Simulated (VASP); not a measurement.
# Au (Im-3m) in VASP: settings compared, part 2 of 3

VASP 6.6.1. The steps go on from the part before.

### 3 Single point, LDA

This run uses another cell than the first one, of 18.94 Å³/atom, 1.020 times its volume.

INCAR reads:

```
SYSTEM = Au
ALGO = Fast
EDIFF = 1E-6
ENCUT = 520
ISIF = 2
ISMEAR = -1
LASPH = .True.
LCHARG = .False.
LREAL = .False.
LWAVE = .False.
NBANDS = 12
NELM = 80
PREC = Accurate
SIGMA = 0.05
```

KPOINTS reads:

```
k-points
0
Gamma
  11 11 11
  0 0 0
```

POSCAR reads:

```
Au
1.0
   -1.6790776720      1.6790776720      1.6790776720
    1.6790776720     -1.6790776720      1.6790776720
    1.6790776720      1.6790776720     -1.6790776720
Au
1
Direct
    0.0000000000      0.0000000000      0.0000000000
```

Potentials or basis: VASP PAW LDA potentials, release 64 (Au).

Started as:

```console
$ cat potpaw_LDA.64/Au/POTCAR > POTCAR
$ mpirun -np 1 vasp_std > vasp.out
```

OUTCAR:

```text
SYSTEM = Au
   EDIFF = 1E-6
   ENCUT = 520
   ISIF = 2
   ISMEAR = -1
   LASPH = .True.
   LREAL = .False.
   NELM = 80
   PREC = Accurate

 ion  position               nearest neighbor table
   1  0.000  0.000  0.000-

  LATTYP: Found a body centered cubic cell.
 ALAT       =     3.3581553440

  Lattice vectors:

 A1 = (  -1.6790776720,   1.6790776720,   1.6790776720)
 A2 = (   1.6790776720,  -1.6790776720,   1.6790776720)
 A3 = (   1.6790776720,   1.6790776720,  -1.6790776720)

Analysis of symmetry for initial positions (statically):
=====================================================================
 Subroutine PRICEL returns:
 Original cell was already a primitive cell.

 Routine SETGRP: Setting up the symmetry group for a
 body centered cubic supercell.

 Subroutine GETGRP returns: Found 48 space group operations
 (whereof 48 operations were pure point group operations)
 out of a pool of 48 trial point group operations.

The static configuration has the point symmetry O_h .

Analysis of symmetry for dynamics (positions and initial velocities):
=====================================================================
 Subroutine PRICEL returns:
 Original cell was already a primitive cell.

 Routine SETGRP: Setting up the symmetry group for a
 body centered cubic supercell.

 Subroutine GETGRP returns: Found 48 space group operations
 (whereof 48 operations were pure point group operations)
 out of a pool of 48 trial point group operations.

The dynamic configuration has the point symmetry O_h .

 Subroutine INISYM returns: Found 48 space group operations
 (whereof 48 operations are pure point group operations),
 and found     1 'primitive' translations

----------------------------------------------------------------------------------------

                                     Primitive cell

  volume of cell :      18.9353

  direct lattice vectors                    reciprocal lattice vectors
    -1.679077672  1.679077672  1.679077672     0.000000000  0.297782532  0.297782532
     1.679077672 -1.679077672  1.679077672     0.297782532  0.000000000  0.297782532
     1.679077672  1.679077672 -1.679077672     0.297782532  0.297782532  0.000000000

  length of vectors
     2.908247838  2.908247838  2.908247838     0.421128095  0.421128095  0.421128095

  position of ions in fractional coordinates (direct lattice)
     0.000000000  0.000000000  0.000000000

  ion indices of the primitive-cell ions
   primitive index   ion index
                 1           1

----------------------------------------------------------------------------------------

 KPOINTS: k-points

Automatic generation of k-mesh.
 Grid dimensions read from file:
 generate k-points for:   11   11   11

 Generating k-lattice:

  Cartesian coordinates                     Fractional coordinates (reciprocal lattice)
     0.000000000  0.027071139  0.027071139     0.090909091  0.000000000  0.000000000
     0.027071139  0.000000000  0.027071139     0.000000000  0.090909091  0.000000000
     0.027071139  0.027071139  0.000000000     0.000000000  0.000000000  0.090909091

  Length of vectors
     0.038284372  0.038284372  0.038284372

  Shift w.r.t. Gamma in fractional coordinates (k-lattice)
     0.000000000  0.000000000  0.000000000

 Subroutine IBZKPT returns following result:
 ===========================================

 Found     56 irreducible k-points:

 Following reciprocal coordinates:
            Coordinates               Weight
  0.000000  0.000000  0.000000      1.000000
  0.090909  0.000000  0.000000     12.000000
  0.181818  0.000000  0.000000     12.000000
  0.272727  0.000000  0.000000     12.000000
  0.363636  0.000000  0.000000     12.000000
  0.454545  0.000000  0.000000     12.000000
[... 16 lines left out ...]
  0.272727  0.181818  0.090909     48.000000
  0.363636  0.181818  0.090909     24.000000
 [... further k-points ...]
   k-points           NKPTS =     56   k-points in BZ     NKDIM =     56   number of bands    NBANDS=     12
   number of dos      NEDOS =    301   number of ions     NIONS =      1
   total plane-waves  NPLWV =  13824
   dimension x,y,z NGX =    24 NGY =   24 NGZ =   24
   dimension x,y,z NGXF=    48 NGYF=   48 NGZF=   48
   ions per type =               1
   NGX,Y,Z   is equivalent  to a cutoff of  13.72, 13.72, 13.72 a.u.
   NGXF,Y,Z  is equivalent  to a cutoff of  27.44, 27.44, 27.44 a.u.
 SYSTEM =  Au
   PREC   = accura    normal or accurate (medium, high low for compatibility)
   ISTART =      0    job   : 0-new  1-cont  2-samecut
   ICHARG =      2    charge: 1-file 2-atom 10-const
   ISPIN  =      1    spin polarized calculation?
   LNONCOLLINEAR =      F non collinear calculations
   LSORBIT =      F    spin-orbit coupling
   LASPH  =      T    aspherical Exc in radial PAW
   ENCUT  =  520.0 eV  38.22 Ry    6.18 a.u.   5.41  5.41  5.41*2*pi/ulx,y,z
   NELM   =     80;   NELMIN=  2; NELMDL= -5     # of ELM steps
   EDIFF  = 0.1E-05   stopping-criterion for ELM
   LREAL  =      F    real-space projection
   EDIFFG = 0.1E-04   stopping-criterion for IOM
   NSW    =      0    number of steps for IOM
   IBRION =     -1    ionic relax: 0-MD 1-quasi-New 2-CG
   NFREE  =      0    steps in history (QN), initial steepest desc. (CG)
   ISIF   =      2    stress and relaxation
   ISYM   =      2    0-nonsym 1-usesym 2-fastsym
   POTIM  = 0.5000    time-step for ionic-motion
   TEBEG  =    0.0;   TEEND  =   0.0 temperature during run
   PSTRESS=    0.0 pullay stress
   NELECT =      11.0000    total number of electrons
   NUPDOWN=      -1.0000    fix difference up-down
   EMIN   =  10.00;   EMAX   =-10.00  energy-range for DOS
   EFERMI =   0.00;   METHOD = LEGACY
   ISMEAR =    -1;   SIGMA  =   0.05  broadening in eV -4-tet -1-fermi 0-gaus
   EFERMI_NEDOS =   21; number of points for ismear=-14 and -15
   IALGO  =     68    algorithm
   IMIX   =      4    mixing-type and parameters
     AMIX     =   0.40;   BMIX     =  1.00
     AMIX_MAG =   1.60;   BMIX_MAG =  1.00
  volume/ion in A,a.u.               =      18.94       127.78
  Fermi-wavevector in a.u.,A,eV,Ry     =   1.365992  2.581351 25.387589  1.865935
  Thomas-Fermi vector in A             =   2.492172
   LORBIT       =      0    0 simple, 1 ext, 2 COOP (PROOUT), +10 PAW based schemes
   GGA     = CA    functional components
   LHFCALC =     F    Hartree Fock is set to
   AEXX    =    0.0000 exact exchange contribution
   IVDW    =     0    specifies the selected vdW correction
   LEPSILON=     F    determine dielectric tensor
   LRPA    =     F    only Hartree local field effects (RPA)
 non-spin polarized calculation
 RMM-DIIS sequential band-by-band and
  energy-cutoff  :      520.00
  volume of cell :       18.94
 maximum number of plane-waves:       531
 NGX is ok and might be reduce to    24
   NGX = 11   NGY = 11   NGZ = 11

 number of electron      11.0000001 magnetization

 Free energy of the ion-electron system (eV)
  ---------------------------------------------------
  ext. energy  EPLUGINS =         0.00000000
  ---------------------------------------------------
  free energy    TOTEN  =        -4.28510957 eV

  energy without entropy =       -4.27960530  energy(sigma->0) =       -4.28235744

 E-fermi :   7.4707     XC(G=0): -12.3816

 val. band max:        7.4682491086   @ k =  -0.3636   0.4545   0.0909
 cond. band min:       7.4825812649   @ k =  -0.2727   0.4545   0.0909
 fundamental gap:      0.0143321563
 Fermi energy:         7.4706651093

 k-point     1 :       0.0000    0.0000    0.0000
  band No.  band energies     occupation
      1      -1.2410      2.00000
      2       3.2720      2.00000
      3       3.2720      2.00000
      4       3.2720      2.00000
      5       4.9306      2.00000
      6       4.9306      2.00000
      7      24.0223      0.00000
      8      24.0223      0.00000
      9      24.0223      0.00000
     10      29.9442      0.00000
     11      29.9442      0.00000
     12      29.9442      0.00000
[... 331 lines left out ...]
 k-point    24 :       0.3636    0.1818    0.0909
  band No.  band energies     occupation
      1       2.0417      2.00000
      2       2.5198      2.00000
      3       3.9897      2.00000
      4       4.9687      2.00000
      5       5.1354      2.00000
      6      10.2992      0.00000
      7      10.7566      0.00000
      8      16.0636      0.00000
      9      18.6649      0.00000
     10      28.9947      0.00000
     11      30.6385      0.00000
     12      32.4130      0.00000

 [... further k-points ...]

------------------------ aborting loop because EDIFF is reached ----------------------------------------

  FORCE on cell =-STRESS in cart. coord.  units (eV):
  Direction    XX          YY          ZZ          XY          YZ          ZX
  --------------------------------------------------------------------------------------
  -------------------------------------------------------------------------------------
  Total       -1.9437393     -1.9437393     -1.9437393      0.0000000      0.0000000     -0.0000000
  in kB     -164.4660438   -164.4660438   -164.4660438      0.0000000      0.0000000     -0.0000000
  external PRESSURE =    -164.4660438 kB  Pullay stress =       0.0000000 kB

 VOLUME and BASIS-vectors are now :
 -----------------------------------------------------------------------------
  energy-cutoff  :      520.00
  volume of cell :       18.94
      direct lattice vectors                 reciprocal lattice vectors
    -1.679077672  1.679077672  1.679077672     0.000000000  0.297782532  0.297782532
     1.679077672 -1.679077672  1.679077672     0.297782532  0.000000000  0.297782532
     1.679077672  1.679077672 -1.679077672     0.297782532  0.297782532  0.000000000

 POSITION                                       TOTAL-FORCE (eV/Angst)
 -----------------------------------------------------------------------------------
      0.00000      0.00000      0.00000         0.000000     -0.000000      0.000000
 -----------------------------------------------------------------------------------
    total drift:                                0.000000      0.000000     -0.000000

  FREE ENERGIE OF THE ION-ELECTRON SYSTEM (eV)
  ---------------------------------------------------
  free  energy   TOTEN  =        -4.2851095733 eV

  energy  without entropy=       -4.2796053036  energy(sigma->0) =       -4.28235744
```

OSZICAR:

```text
N       E                     dE             d eps       ncg     rms          rms(c)
DAV:   1     0.462154288439E+02    0.46215E+02   -0.53813E+03  1408   0.798E+02
DAV:   2    -0.393582463337E+01   -0.50151E+02   -0.47151E+02  1572   0.179E+02
DAV:   3    -0.461075564696E+01   -0.67493E+00   -0.67419E+00  1608   0.201E+01
DAV:   4    -0.461299220756E+01   -0.22366E-02   -0.22365E-02  1516   0.136E+00
DAV:   5    -0.461300947945E+01   -0.17272E-04   -0.17271E-04  1600   0.115E-01    0.682E+00
RMM:   6    -0.430080465207E+01    0.31220E+00   -0.41793E-01  1348   0.519E+00    0.453E+00
RMM:   7    -0.428800602295E+01    0.12799E-01   -0.21618E-02  1414   0.136E+00    0.258E+00
RMM:   8    -0.428514488008E+01    0.28611E-02   -0.23038E-03  1480   0.449E-01    0.324E-01
RMM:   9    -0.428510920074E+01    0.35679E-04   -0.36421E-04  1532   0.156E-01    0.774E-02
RMM:  10    -0.428511074255E+01   -0.15418E-05   -0.52513E-05  1531   0.549E-02    0.477E-02
RMM:  11    -0.428510951043E+01    0.12321E-05   -0.81017E-06  1407   0.208E-02    0.927E-03
RMM:  12    -0.428510957329E+01   -0.62853E-07   -0.14334E-06  1122   0.810E-03
   1 F= -.42851096E+01 E0= -.42823574E+01  d E =-.550427E-02
```

stdout:

```text
POSCAR found type information on POSCAR Au
 POSCAR found :  1 types and       1 ions
 scaLAPACK will be used
 LDA part: xc-table for (Slater(with rela. corr.)+CA(PZ))
 , standard interpolation
 POSCAR, INCAR and KPOINTS ok, starting setup
 FFT: planning ... GRIDC
 FFT: planning ... GRID_SOFT
 FFT: planning ... GRID
 WAVECAR not read
 entering main loop
```

Run time: 10 s. Hardware: 1 thread of Intel Xeon Platinum 8259CL at 2.50GHz (Skylake/Cascade Lake), shared host; peak memory 0.13 GiB.

What came out:

* Free energy: -4.2851 eV
* Pressure: -16.4 GPa

Levels at points of the mesh, in eV from the Fermi level:
```
           k point  band 4  band 5  band 6  band 7  band 8  band 9
(0.00, 0.00, 0.00)   -4.20   -2.54   -2.54   16.55   16.55   16.55
```

Caveat: spin-orbit coupling is left out, which moves the levels of the heavy elements.

(Part 2 of 3 ends here.)
